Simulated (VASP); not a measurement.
Wanted: the native input for a VASP 6.6.1 run.

| Property | Result |
| --- | --- |
| Task | single point |
| Functional | PBE |
| Potentials or basis | VASP PAW PBE potentials, release 64 (Ba_sv, Ti_sv, O) |
| Cutoff | 520 eV |
| k mesh | 6 × 6 × 6 |
| Occupations | gaussian, width 0.01 eV |
| Spin | no spin polarisation |
| Dipole correction | no |
| Further INCAR settings | ALGO = Normal; EDIFF = 1e-06; NBANDS = 28 |

The structure of BaTiO3 lies in POSCAR:

```
BaTiO3
1.0
    4.0973733418      0.0000000000      0.0000000000
    0.0000000000      4.0973733418      0.0000000000
    0.0000000000      0.0000000000      4.0973733418
Ba Ti O
1 1 3
Direct
    0.5000000000      0.5000000000      0.5000000000
    0.0000000000      0.0000000000      0.0000000000
    0.5000000000      0.0000000000      0.0000000000
    0.0000000000      0.5000000000      0.0000000000
    0.0000000000      0.0000000000      0.5000000000
```

These files were run (other wordings do the same):

INCAR

```
  PREC = Accurate
  ENCUT = 520
  EDIFF = 1E-6
  ISMEAR = 0
  SIGMA = 0.01
  LREAL = F
  LASPH = T
  NELM = 60
  ALGO = Normal
  ISIF = 2
  LWAVE = F
  LCHARG = F
  GGA = PE
  NBANDS = 28
```

KPOINTS

```
Automatic mesh
0
Gamma
  6 6 6
```

Potentials or basis: VASP PAW PBE potentials, release 64 (Ba_sv, Ti_sv, O).

The run is started by

```console
$ cat potpaw_PBE.64/Ba_sv/POTCAR potpaw_PBE.64/Ti_sv/POTCAR potpaw_PBE.64/O/POTCAR > POTCAR
$ mpirun -np 1 vasp_std > vasp.out
```

Results of the run:

* Pressure: -6.9 GPa
* Band gap on the k mesh: 1.60 eV, indirect (least direct gap 1.80 eV)

Caveat: spin-orbit coupling is left out, which moves the levels of the heavy elements.

Run time: 20 s on 1 thread of Intel(R) Xeon(R) 6975P-C (Granite Rapids), on a shared host, peak memory 0.19 GiB.
